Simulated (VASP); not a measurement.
Write the native input for VASP 6.6.1 that does the following.

| Quantity | Value |
| --- | --- |
| Task | single point |
| Functional | PBE |
| Potentials or basis | VASP PAW PBE potentials, release 64 (Mg, O) |
| Cutoff | 600 eV |
| k mesh | 6 × 6 × 6 |
| Occupations | gaussian, width 0.01 eV |
| Spin | no spin polarisation |
| Dipole correction | no |
| Further INCAR settings | ALGO = Normal; EDIFF = 1e-06; NBANDS = 11 |

The structure of MgO lies in POSCAR:

```
MgO
1.0
    2.9380209034      0.0000000000      0.0000000000
   -1.4690104517      2.5444007392      0.0000000000
    0.0000000000      0.0000000000      2.6796800000
Mg O
1 1
Direct
    0.0000000000      0.0000000000      0.0000000000
    0.3333333333      0.6666666667      0.5000000000
```

One way to write it, as run:

INCAR

```
PREC = Accurate ; ENCUT = 600
EDIFF = 1E-6 ; ISMEAR = 0
SIGMA = 0.01 ; LREAL = False
LASPH = True ; NELM = 120
ALGO = Normal ; ISIF = 2
LWAVE = False ; LCHARG = False
GGA = PE ; NBANDS = 11
GGA_COMPAT = False
```

KPOINTS

```
regular mesh
0
Gamma
  6 6 6
```

Potentials or basis: VASP PAW PBE potentials, release 64 (Mg, O).

The run is started by

```bash
$ cat potpaw_PBE.64/Mg/POTCAR potpaw_PBE.64/O/POTCAR > POTCAR
$ mpirun -np 1 vasp_std > vasp.out
```

It gave:

| Quantity | Value |
| --- | --- |
| Pressure | -0.9 GPa |
| Band gap on the k mesh | 3.00 eV, indirect (least direct gap 3.40 eV) |

It took 4.1 s on 1 thread of Intel Xeon 6975P-C, with other jobs on the host, peak memory 0.14 GiB.
